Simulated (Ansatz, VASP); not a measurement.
## One calculation of AlN, two programs

Contents of INCAR:

```
PREC = Accurate ; ENCUT = 520
EDIFF = 1E-6 ; ISMEAR = 0
SIGMA = 0.05 ; LREAL = F
LASPH = T ; NELM = 60
ALGO = Normal ; ISIF = 2
LWAVE = F ; LCHARG = F
IBRION = 2 ; NSW = 50
EDIFFG = -0.01
```

The input KPOINTS:

```
Automatic mesh
0
Gamma
  9 9 6
```

File POSCAR:

```
AlN
1.0
    3.1504000000      0.0000000000      0.0000000000
   -1.5752000000      2.7283264321      0.0000000000
    0.0000000000      0.0000000000      4.7458000000
Al N
2 2
Direct
    0.3333333333      0.6666666667      0.0015210172
    0.6666666667      0.3333333333      0.5015210172
    0.3333333333      0.6666666667      0.3834789828
    0.6666666667      0.3333333333      0.8834789828
```

Input for Ansatz:

```yaml
crystal:
  lattice:
    - [3.1504, 0.0, 0.0]
    - [-1.5752, 2.7283264321, 0.0]
    - [0.0, 0.0, 4.7458]
  atoms:
    - { symbol: Al, position: [0.3333333333, 0.6666666667, 0.0015210172] }
    - { symbol: Al, position: [0.6666666667, 0.3333333333, 0.5015210172] }
    - { symbol: "N", position: [0.3333333333, 0.6666666667, 0.3834789828] }
    - { symbol: "N", position: [0.6666666667, 0.3333333333, 0.8834789828] }
basis:
  ecutwfc: 520.0
kpoints:
  mp_grid: { grid: [9, 9, 6] }
hamiltonian:
  xc: lda
  pseudopotentials: { kind: paw, azcp: { folder: soft_1 } }
scf:
  occupations: { method: gaussian, width: 0.05 }
output:
  forces: true
  stress: true
  eigenvalues: true
relax:
  adjacent_minimum: "off"
  f_tol: 0.01
  max_steps: 30
```

Alike in both runs: task relaxation of the atoms; functional LDA; k mesh 9 × 9 × 6; occupations gaussian, width 0.05 eV; no spin polarisation.

|  | VASP | Ansatz |
| --- | --- | --- |
| version | VASP 6.6.1 | Ansatz 0.2.0 |
| potentials or method | VASP PAW LDA potentials, release 64 (Al, N), cutoff 520 eV | scalar-relativistic, plane waves, PAW |
| valence electrons in the cell | 16 | 16 |

|  | VASP | Ansatz | Ansatz less VASP |
| --- | --- | --- | --- |
| gap on the k mesh at the Fermi level, each at its own relaxed structure (eV) | 4.04 | 4.04 | -0.004 |

Ansatz warns that its potentials were made for another functional, while VASP's fit it. LDA's correlation is that of Perdew and Zunger in VASP and of Perdew and Wang (1992) in Ansatz. Ansatz's warnings: stress scf threshold loose.
